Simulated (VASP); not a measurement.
# InAs (I-4m2) in VASP: further runs

InAs is run at these levels: PBE, r2SCAN; tasks: single point.

Everything below comes from runs of VASP 6.6.1. Logs are shortened: lines on timing, memory, paths and dates and some standing lists are left out, and cuts for length are marked.

**1. The cell of the first run**

Symmetry: I-4m2, No. 119, tetragonal system. Conventional cell: a = 4.385 Å, b = 4.385 Å, c = 6.009 Å, α = 90.00°, β = 90.00°, γ = 90.00°. Within 3.5 Å of In (site symmetry -4m2) lie 4 As at 2.66 Å. Within 3.5 Å of As (site symmetry -4m2) lie 4 In at 2.66 Å.

**2. Single point, PBE (epitaxial xy strain +1.5%)**

Contents of INCAR:

```
SYSTEM = InAs
PREC = Accurate
ENCUT = 520
EDIFF = 1E-7
ISMEAR = -1
SIGMA = 0.02
LREAL = .False.
LASPH = .True.
NELM = 80
ALGO = Normal
ISIF = 2
LWAVE = .False.
LCHARG = .True.
GGA = PE
LELF = .True.
LVHAR = .True.
NBANDS = 16
```

Contents of KPOINTS:

```
regular mesh
0
Gamma
  8 8 8
  0 0 0
```

Contents of POSCAR:

```
InAs
1.0
    0.0000000000      3.1004093258      3.0046786790
    3.1004093258      0.0000000000      3.0046786790
    3.1004093258      3.1004093258      0.0000000000
In As
1 1
Direct
    0.0000000000      0.0000000000      0.0000000000
    0.2500000000      0.2500000000      0.2500000000
```

Potentials or basis: VASP PAW PBE potentials, release 64 (In_d, As).

Launch:

```sh
$ cat potpaw_PBE.64/In_d/POTCAR potpaw_PBE.64/As/POTCAR > POTCAR
$ mpirun -np 1 vasp_std > vasp.out
```

OUTCAR:

```text
SYSTEM = InAs
   PREC = Accurate
   ENCUT = 520
   EDIFF = 1E-7
   ISMEAR = -1
   LREAL = .False.
   LASPH = .True.
   NELM = 80
   ISIF = 2
   GGA = PE

 ion  position               nearest neighbor table
   1  0.000  0.000  0.000-   2 2.66   2 2.66   2 2.66   2 2.66
   2  0.250  0.250  0.250-   1 2.66   1 2.66   1 2.66   1 2.66

  LATTYP: Found a body centered tetragonal cell.
 ALAT       =     4.3846409175
 C/A-ratio  =     1.3705472058

  Lattice vectors:

 A1 = (   0.0000000000,  -3.1004093258,  -3.0046786790)
 A2 = (   0.0000000000,   3.1004093258,  -3.0046786790)
 A3 = (   3.1004093258,   0.0000000000,   3.0046786790)

Analysis of symmetry for initial positions (statically):
=====================================================================
 Subroutine PRICEL returns:
 Original cell was already a primitive cell.

 Routine SETGRP: Setting up the symmetry group for a
 body centered tetragonal supercell.

 Subroutine GETGRP returns: Found  8 space group operations
 (whereof  8 operations were pure point group operations)
 out of a pool of 16 trial point group operations.

The static configuration has the point symmetry D_2d.

Analysis of symmetry for dynamics (positions and initial velocities):
=====================================================================
 Subroutine PRICEL returns:
 Original cell was already a primitive cell.

 Routine SETGRP: Setting up the symmetry group for a
 body centered tetragonal supercell.

 Subroutine GETGRP returns: Found  8 space group operations
 (whereof  8 operations were pure point group operations)
 out of a pool of 16 trial point group operations.

The dynamic configuration has the point symmetry D_2d.

 Subroutine INISYM returns: Found  8 space group operations
 (whereof  8 operations are pure point group operations),
 and found     1 'primitive' translations

----------------------------------------------------------------------------------------

                                     Primitive cell

  volume of cell :      57.7652

  direct lattice vectors                    reciprocal lattice vectors
     0.000000000  3.100409326  3.004678679    -0.161269029  0.161269029  0.166407145
     3.100409326  0.000000000  3.004678679     0.161269029 -0.161269029  0.166407145
     3.100409326  3.100409326  0.000000000     0.161269029  0.161269029 -0.166407145

  length of vectors
     4.317479815  4.317479815  4.384640917     0.282323816  0.282323816  0.282323816

  position of ions in fractional coordinates (direct lattice)
     0.000000000  0.000000000  0.000000000
     0.250000000  0.250000000  0.250000000

  ion indices of the primitive-cell ions
   primitive index   ion index
                 1           1
                 2           2

----------------------------------------------------------------------------------------

 KPOINTS: regular mesh

Automatic generation of k-mesh.
 Grid dimensions read from file:
 generate k-points for:    8    8    8

 Generating k-lattice:

  Cartesian coordinates                     Fractional coordinates (reciprocal lattice)
    -0.020158629  0.020158629  0.020800893     0.125000000  0.000000000  0.000000000
     0.020158629 -0.020158629  0.020800893     0.000000000  0.125000000  0.000000000
     0.020158629  0.020158629 -0.020800893     0.000000000  0.000000000  0.125000000

  Length of vectors
     0.035290477  0.035290477  0.035290477

  Shift w.r.t. Gamma in fractional coordinates (k-lattice)
     0.000000000  0.000000000  0.000000000

 Subroutine IBZKPT returns following result:
 ===========================================

 Found     59 irreducible k-points:

 Following reciprocal coordinates:
            Coordinates               Weight
  0.000000  0.000000  0.000000      1.000000
  0.125000 -0.000000  0.000000      8.000000
  0.250000 -0.000000  0.000000      8.000000
  0.375000 -0.000000  0.000000      8.000000
  0.500000 -0.000000  0.000000      4.000000
  0.125000  0.125000  0.000000      2.000000
[... 16 lines left out ...]
  0.250000 -0.000000  0.125000     16.000000
  0.375000 -0.000000  0.125000     16.000000
 [... further k-points ...]
   k-points           NKPTS =     59   k-points in BZ     NKDIM =     59   number of bands    NBANDS=     16
   number of dos      NEDOS =    301   number of ions     NIONS =      2
   total plane-waves  NPLWV =  36864
   dimension x,y,z NGX =    32 NGY =   32 NGZ =   36
   dimension x,y,z NGXF=    64 NGYF=   64 NGZF=   72
   ions per type =               1   1
   NGX,Y,Z   is equivalent  to a cutoff of  12.32, 12.32, 13.65 a.u.
   NGXF,Y,Z  is equivalent  to a cutoff of  24.64, 24.64, 27.30 a.u.
 SYSTEM =  InAs
   PREC   = accura    normal or accurate (medium, high low for compatibility)
   ISTART =      0    job   : 0-new  1-cont  2-samecut
   ICHARG =      2    charge: 1-file 2-atom 10-const
   ISPIN  =      1    spin polarized calculation?
   LNONCOLLINEAR =      F non collinear calculations
   LSORBIT =      F    spin-orbit coupling
   LASPH  =      T    aspherical Exc in radial PAW
   ENCUT  =  520.0 eV  38.22 Ry    6.18 a.u.   8.03  8.03  8.15*2*pi/ulx,y,z
   NELM   =     80;   NELMIN=  2; NELMDL= -5     # of ELM steps
   EDIFF  = 0.1E-06   stopping-criterion for ELM
   LREAL  =      F    real-space projection
   EDIFFG = 0.1E-05   stopping-criterion for IOM
   NSW    =      0    number of steps for IOM
   IBRION =     -1    ionic relax: 0-MD 1-quasi-New 2-CG
   NFREE  =      0    steps in history (QN), initial steepest desc. (CG)
   ISIF   =      2    stress and relaxation
   ISYM   =      2    0-nonsym 1-usesym 2-fastsym
   POTIM  = 0.5000    time-step for ionic-motion
   TEBEG  =    0.0;   TEEND  =   0.0 temperature during run
   PSTRESS=    0.0 pullay stress
   NELECT =      18.0000    total number of electrons
   NUPDOWN=      -1.0000    fix difference up-down
   EMIN   =  10.00;   EMAX   =-10.00  energy-range for DOS
   EFERMI =   0.00;   METHOD = LEGACY
   ISMEAR =    -1;   SIGMA  =   0.02  broadening in eV -4-tet -1-fermi 0-gaus
   EFERMI_NEDOS =   21; number of points for ismear=-14 and -15
   IALGO  =     38    algorithm
   IMIX   =      4    mixing-type and parameters
     AMIX     =   0.40;   BMIX     =  1.00
     AMIX_MAG =   1.60;   BMIX_MAG =  1.00
  volume/ion in A,a.u.               =      28.88       194.91
  Fermi-wavevector in a.u.,A,eV,Ry     =   1.109882  2.097374 16.760186  1.231839
  Thomas-Fermi vector in A             =   2.246427
   LORBIT       =      0    0 simple, 1 ext, 2 COOP (PROOUT), +10 PAW based schemes
   GGA     = PE    functional components
   LHFCALC =     F    Hartree Fock is set to
   AEXX    =    0.0000 exact exchange contribution
   IVDW    =     0    specifies the selected vdW correction
   LEPSILON=     F    determine dielectric tensor
   LRPA    =     F    only Hartree local field effects (RPA)
 non-spin polarized calculation
  energy-cutoff  :      520.00
  volume of cell :       57.77
 maximum number of plane-waves:      1580
   NGX = 17   NGY = 17   NGZ = 17

 number of electron      17.9999999 magnetization

 Free energy of the ion-electron system (eV)
  ---------------------------------------------------
  ext. energy  EPLUGINS =         0.00000000
  ---------------------------------------------------
  free energy    TOTEN  =        -7.70657894 eV

  energy without entropy =       -7.70654621  energy(sigma->0) =       -7.70656257

 E-fermi :   4.1046     XC(G=0):  -8.9018

 val. band max:        4.0274997752   @ k =   0.0000   0.0000   0.0000
 cond. band min:       4.1656105997   @ k =   0.0000   0.0000   0.0000
 fundamental gap:      0.1381108245
 Fermi energy:         4.1046073671

 k-point     1 :       0.0000    0.0000    0.0000
  band No.  band energies     occupation
      1     -10.2389      2.00000
      2     -10.2389      2.00000
      3     -10.2285      2.00000
      4     -10.1304      2.00000
      5     -10.1246      2.00000
      6      -7.5095      2.00000
[... 8 lines left out ...]
     15      13.3882      0.00000
     16      13.8584      0.00000

 k-point     2 :       0.1250   -0.0000    0.0000
  band No.  band energies     occupation
      1     -10.2524      2.00000
      2     -10.2338      2.00000
      3     -10.2264      2.00000
      4     -10.1307      2.00000
      5     -10.1244      2.00000
      6      -7.3609      2.00000
[... 8 lines left out ...]
     15      12.6444      0.00000
     16      12.9567      0.00000

 k-point     3 :       0.2500   -0.0000    0.0000
  band No.  band energies     occupation
      1     -10.2891      2.00000
      2     -10.2229      2.00000
      3     -10.2164      2.00000
      4     -10.1302      2.00000
      5     -10.1223      2.00000
      6      -6.9546      2.00000
[... 8 lines left out ...]
     15      12.5142      0.00000
     16      12.7281      0.00000

 k-point     4 :       0.3750   -0.0000    0.0000
  band No.  band energies     occupation
      1     -10.3240      2.00000
      2     -10.2143      2.00000
      3     -10.2081      2.00000
      4     -10.1275      2.00000
      5     -10.1178      2.00000
      6      -6.4413      2.00000
[... 8 lines left out ...]
     15      13.4486      0.00000
     16      13.5173      0.00000
[... 324 lines left out ...]
 k-point    22 :       0.1250    0.0000    0.1250
  band No.  band energies     occupation
      1     -10.2651      2.00000
      2     -10.2285      2.00000
      3     -10.2195      2.00000
      4     -10.1309      2.00000
      5     -10.1247      2.00000
      6      -7.3151      2.00000
[... 8 lines left out ...]
     15      12.5692      0.00000
     16      13.8723      0.00000

 k-point    23 :       0.2500   -0.0000    0.1250
  band No.  band energies     occupation
      1     -10.2941      2.00000
      2     -10.2181      2.00000
      3     -10.2106      2.00000
      4     -10.1328      2.00000
      5     -10.1226      2.00000
      6      -6.9967      2.00000
[... 8 lines left out ...]
     15      13.3917      0.00000
     16      13.7288      0.00000

 k-point    24 :       0.3750   -0.0000    0.1250
  band No.  band energies     occupation
      1     -10.3247      2.00000
      2     -10.2105      2.00000
      3     -10.2025      2.00000
      4     -10.1311      2.00000
      5     -10.1199      2.00000
      6      -6.5080      2.00000
[... 8 lines left out ...]
     15      13.3850      0.00000
     16      14.1347      0.00000

 [... further k-points ...]
[... 5 lines left out ...]
  --------------------------------------------------------------------------------------
  -------------------------------------------------------------------------------------
  Total        0.3576234      0.3576234      0.6951570      0.0000000      0.0000000      0.0000000
  in kB        9.9190582      9.9190582     19.2809047      0.0000000      0.0000000      0.0000000
  external PRESSURE =      13.0396737 kB  Pullay stress =       0.0000000 kB

 VOLUME and BASIS-vectors are now :
 -----------------------------------------------------------------------------
  energy-cutoff  :      520.00
  volume of cell :       57.77
      direct lattice vectors                 reciprocal lattice vectors
     0.000000000  3.100409326  3.004678679    -0.161269029  0.161269029  0.166407145
     3.100409326  0.000000000  3.004678679     0.161269029 -0.161269029  0.166407145
     3.100409326  3.100409326  0.000000000     0.161269029  0.161269029 -0.166407145

 POSITION                                       TOTAL-FORCE (eV/Angst)
 -----------------------------------------------------------------------------------
      0.00000      0.00000      0.00000        -0.000000     -0.000000     -0.000000
      1.55020      1.55020      1.50234         0.000000      0.000000      0.000000
 -----------------------------------------------------------------------------------
    total drift:                               -0.000003     -0.000003      0.000001

  FREE ENERGIE OF THE ION-ELECTRON SYSTEM (eV)
  ---------------------------------------------------
  free  energy   TOTEN  =        -7.7065789418 eV

  energy  without entropy=       -7.7065462054  energy(sigma->0) =       -7.70656257
```

Run time: 40 s. Hardware: 1 thread of Intel Xeon 6975P-C, shared host; peak memory 0.22 GiB.

What came out:

| Quantity | Value |
| --- | --- |
| Free energy | -7.7066 eV |
| Pressure | 1.3 GPa |
| Band gap on the k mesh | 0.14 eV, direct |

Stress tensor (GPa, compression positive):
```
0.99 0.00 0.00
0.00 0.99 0.00
0.00 0.00 1.93
```

Caveat: the cell differs from its parent crystal (epitaxial xy strain +1.5%); spin-orbit coupling is left out, which moves the levels of the heavy elements.

**3. Single point, r2SCAN (epitaxial xy strain +1.5%)**

POSCAR is that of step 2.

Contents of INCAR.step1:

```
SYSTEM = InAs
PREC = Accurate
ENCUT = 520
ISMEAR = -1
SIGMA = 0.02
LREAL = .False.
LASPH = .True.
NELM = 60
NBANDS = 16
GGA = PE
ALGO = Normal
EDIFF = 1E-4
LWAVE = .True.
LCHARG = .False.
```

Contents of INCAR.step2:

```
SYSTEM = InAs
PREC = Accurate
ENCUT = 520
EDIFF = 1E-6
ISMEAR = -1
SIGMA = 0.02
LREAL = .False.
LASPH = .True.
NELM = 60
ALGO = Normal
ISIF = 2
LWAVE = .False.
LCHARG = .False.
METAGGA = R2SCAN
LMIXTAU = .True.
NBANDS = 16
ISTART = 1
```

KPOINTS is that of step 2.

Potentials or basis: VASP PAW PBE potentials, release 64 (In_d, As).

Launch:

```sh
$ cat potpaw_PBE.64/In_d/POTCAR potpaw_PBE.64/As/POTCAR > POTCAR
$ cp INCAR.step1 INCAR
$ mpirun -np 1 vasp_std > vasp.out
$ cp INCAR.step2 INCAR
$ mpirun -np 1 vasp_std > vasp.out
```

Wall time 2.4 min (1 thread of Intel Xeon 6975P-C, shared host); peak memory 0.23 GiB.

The run converged. Its results:

```
Free energy            : -38.0531 eV
Pressure               : -0.7 GPa
Band gap on the k mesh : 0.09 eV, direct
```

Stress tensor (GPa, compression positive):
```
-1.10  0.00  0.00
 0.00 -1.10  0.00
 0.00  0.00 -0.02
```

Levels at points of the mesh, in eV from the valence-band top:
```csv
k point,band 7,band 8,band 9,band 10,band 11,band 12
"(0.00, 0.00, 0.00)",-0.05,-0.05,0.00,0.09,4.21,4.28
"(0.50, 0.00, 0.00)",-5.65,-1.05,-0.85,1.20,4.92,5.13
"(0.50, 0.50, 0.00)",-5.63,-2.36,-2.36,1.79,2.15,9.62
"(0.50, 0.00, 0.50)",-5.80,-2.19,-2.18,1.94,2.43,9.43
```

Caveat: the cell differs from its parent crystal (epitaxial xy strain +1.5%); the PAW data sets were made with another functional, which shifts forces and pressure a little; spin-orbit coupling is left out, which moves the levels of the heavy elements.
